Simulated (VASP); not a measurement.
# CsOs (Pm-3m) in VASP: further runs, part 2 of 2

VASP 6.6.1.

## 3. Single point, PBE

This run uses another cell than the first one, of 25.73 Å³/atom.

The input, INCAR:

```
SYSTEM = CsOs
PREC = Accurate
ENCUT = 520
EDIFF = 1E-7
ISMEAR = 0
SIGMA = 0.1
LREAL = .False.
LASPH = .True.
NELM = 60
ALGO = Normal
ISIF = 2
LWAVE = .False.
LCHARG = .False.
GGA = PE
NBANDS = 16
```

The input, KPOINTS:

```
Automatic mesh
0
Gamma
  14 14 14
  0 0 0
```

The input, POSCAR:

```
CsOs
1.0
    3.7197539517      0.0000000000      0.0000000000
    0.0000000000      3.7197539517      0.0000000000
    0.0000000000      0.0000000000      3.7197539517
Cs Os
1 1
Direct
    0.0000000000      0.0000000000      0.0000000000
    0.5000000000      0.5000000000      0.5000000000
```

Potentials or basis: VASP PAW PBE potentials, release 64 (Cs_sv, Os).

Launch:

```console
$ cat potpaw_PBE.64/Cs_sv/POTCAR potpaw_PBE.64/Os/POTCAR > POTCAR
$ mpirun -np 1 vasp_std > vasp.out
```

OUTCAR:

```text
SYSTEM = CsOs
   PREC = Accurate
   ENCUT = 520
   EDIFF = 1E-7
   ISMEAR = 0
   LREAL = .False.
   LASPH = .True.
   NELM = 60
   ISIF = 2
   GGA = PE

 ion  position               nearest neighbor table
   1  0.000  0.000  0.000-   2 3.22   2 3.22   2 3.22   2 3.22   2 3.22   2 3.22   2 3.22   2 3.22

   2  0.500  0.500  0.500-   1 3.22   1 3.22   1 3.22   1 3.22   1 3.22   1 3.22   1 3.22   1 3.22

  LATTYP: Found a simple cubic cell.
 ALAT       =     3.7197539517

  Lattice vectors:

 A1 = (   3.7197539517,   0.0000000000,   0.0000000000)
 A2 = (   0.0000000000,   3.7197539517,   0.0000000000)
 A3 = (   0.0000000000,   0.0000000000,   3.7197539517)

Analysis of symmetry for initial positions (statically):
=====================================================================
 Subroutine PRICEL returns:
 Original cell was already a primitive cell.

 Routine SETGRP: Setting up the symmetry group for a
 simple cubic supercell.

 Subroutine GETGRP returns: Found 48 space group operations
 (whereof 48 operations were pure point group operations)
 out of a pool of 48 trial point group operations.

The static configuration has the point symmetry O_h .

Analysis of symmetry for dynamics (positions and initial velocities):
=====================================================================
 Subroutine PRICEL returns:
 Original cell was already a primitive cell.

 Routine SETGRP: Setting up the symmetry group for a
 simple cubic supercell.

 Subroutine GETGRP returns: Found 48 space group operations
 (whereof 48 operations were pure point group operations)
 out of a pool of 48 trial point group operations.

The dynamic configuration has the point symmetry O_h .

 Subroutine INISYM returns: Found 48 space group operations
 (whereof 48 operations are pure point group operations),
 and found     1 'primitive' translations

----------------------------------------------------------------------------------------

                                     Primitive cell

[... 111 lines left out ...]
  volume/ion in A,a.u.               =      25.73       173.66
  Fermi-wavevector in a.u.,A,eV,Ry     =   1.131645  2.138499 17.423902  1.280621
  Thomas-Fermi vector in A             =   2.268345
   LORBIT       =      0    0 simple, 1 ext, 2 COOP (PROOUT), +10 PAW based schemes
   GGA     = PE    functional components
   LHFCALC =     F    Hartree Fock is set to
   AEXX    =    0.0000 exact exchange contribution
   IVDW    =     0    specifies the selected vdW correction
   LEPSILON=     F    determine dielectric tensor
   LRPA    =     F    only Hartree local field effects (RPA)
 non-spin polarized calculation
 Gauss-broadening in eV      SIGMA  =   0.10
  energy-cutoff  :      520.00
  volume of cell :       51.47
 maximum number of plane-waves:      1412
 NGX is ok and might be reduce to    28
   NGX = 13   NGY = 13   NGZ = 13

 number of electron      16.9999999 magnetization

 Free energy of the ion-electron system (eV)
  ---------------------------------------------------
  ext. energy  EPLUGINS =         0.00000000
  ---------------------------------------------------
  free energy    TOTEN  =        -6.04182406 eV

  energy without entropy =       -6.00969551  energy(sigma->0) =       -6.02575979

 E-fermi :   4.1336     XC(G=0): -10.8391

 val. band max:        4.1326555209   @ k =   0.2143   0.1429   0.0000
 cond. band min:       4.1410954933   @ k =   0.5000   0.0714   0.0000
 fundamental gap:      0.0084399724
 Fermi energy:         4.1335933390

 k-point     1 :       0.0000    0.0000    0.0000
  band No.  band energies     occupation
      1     -17.4630      2.00000
      2      -3.4975      2.00000
      3      -3.4975      2.00000
      4      -3.4975      2.00000
      5       0.8697      2.00000
      6       1.8476      2.00000
[... 433 lines left out ...]
      3      -4.2587      2.00000
      4      -3.3386      2.00000
      5       2.2862      2.00000
      6       3.0414      2.00000
[... 8 lines left out ...]
     15      13.5965      0.00000
     16      13.6626      0.00000

 [... further k-points ...]

------------------------ aborting loop because EDIFF is reached ----------------------------------------

  FORCE on cell =-STRESS in cart. coord.  units (eV):
  Direction    XX          YY          ZZ          XY          YZ          ZX
  --------------------------------------------------------------------------------------
  -------------------------------------------------------------------------------------
  Total        0.2283503      0.2283503      0.2283503     -0.0000000      0.0000000     -0.0000000
  in kB        7.1083621      7.1083621      7.1083621     -0.0000000      0.0000000     -0.0000000
  external PRESSURE =       7.1083621 kB  Pullay stress =       0.0000000 kB

 VOLUME and BASIS-vectors are now :
 -----------------------------------------------------------------------------
  energy-cutoff  :      520.00
  volume of cell :       51.47
      direct lattice vectors                 reciprocal lattice vectors
     3.719753952  0.000000000  0.000000000     0.268834986  0.000000000  0.000000000
     0.000000000  3.719753952  0.000000000     0.000000000  0.268834986  0.000000000
     0.000000000  0.000000000  3.719753952     0.000000000  0.000000000  0.268834986

 POSITION                                       TOTAL-FORCE (eV/Angst)
 -----------------------------------------------------------------------------------
      0.00000      0.00000      0.00000         0.000000      0.000000      0.000000
      1.85988      1.85988      1.85988         0.000000      0.000000      0.000000
 -----------------------------------------------------------------------------------
    total drift:                                0.000000      0.000000      0.000000

  FREE ENERGIE OF THE ION-ELECTRON SYSTEM (eV)
  ---------------------------------------------------
  free  energy   TOTEN  =        -6.0418240618 eV

  energy  without entropy=       -6.0096955088  energy(sigma->0) =       -6.02575979
```

OSZICAR:

```text
N       E                     dE             d eps       ncg     rms          rms(c)
DAV:   1     0.905090027179E+02    0.90509E+02   -0.74083E+03  3840   0.937E+02
DAV:   2    -0.726856994398E+00   -0.91236E+02   -0.79899E+02  4744   0.219E+02
DAV:   3    -0.626453243130E+01   -0.55377E+01   -0.53688E+01  5096   0.478E+01
DAV:   4    -0.630706773177E+01   -0.42535E-01   -0.42513E-01  4560   0.513E+00
DAV:   5    -0.630736780763E+01   -0.30008E-03   -0.30007E-03  5128   0.402E-01    0.402E+00
DAV:   6    -0.609579674535E+01    0.21157E+00   -0.40802E-01  4856   0.430E+00    0.156E+00
DAV:   7    -0.605216806348E+01    0.43629E-01   -0.69014E-02  4768   0.182E+00    0.107E+00
DAV:   8    -0.604186895487E+01    0.10299E-01   -0.38614E-02  4464   0.126E+00    0.253E-01
DAV:   9    -0.604200440402E+01   -0.13545E-03   -0.25468E-03  4200   0.317E-01    0.713E-02
DAV:  10    -0.604181923527E+01    0.18517E-03   -0.29411E-04  4608   0.120E-01    0.136E-02
DAV:  11    -0.604182506095E+01   -0.58257E-05   -0.26075E-05  4656   0.367E-02    0.660E-03
DAV:  12    -0.604182388848E+01    0.11725E-05   -0.40599E-07  4928   0.416E-03    0.120E-03
DAV:  13    -0.604182398952E+01   -0.10104E-06   -0.39394E-08  2656   0.132E-03    0.270E-04
DAV:  14    -0.604182406179E+01   -0.72269E-07   -0.70599E-09  2328   0.668E-04
   1 F= -.60418241E+01 E0= -.60257598E+01  d E =-.321286E-01
```

stdout:

```text
POSCAR found type information on POSCAR CsOs
 POSCAR found :  2 types and       2 ions
 scaLAPACK will be used
 LDA part: xc-table for (Slater+PW92), standard interpolation
 POSCAR, INCAR and KPOINTS ok, starting setup
 FFT: planning ... GRIDC
 FFT: planning ... GRID_SOFT
 FFT: planning ... GRID
 WAVECAR not read
 entering main loop
```

Wall time 66 s (1 thread of Oxide Virtual Turin-like, shared host); peak memory 0.2 GiB.

What came out:

- Free energy: -6.0418 eV
- Pressure: 0.7 GPa
- Band gap on the k mesh: zero (an odd number of electrons rules out a gap without spin polarisation)

Caveat: spin-orbit coupling is left out, which moves the levels of the heavy elements.

The gap in the log of VASP goes by the Fermi energy; the results here count the filled bands.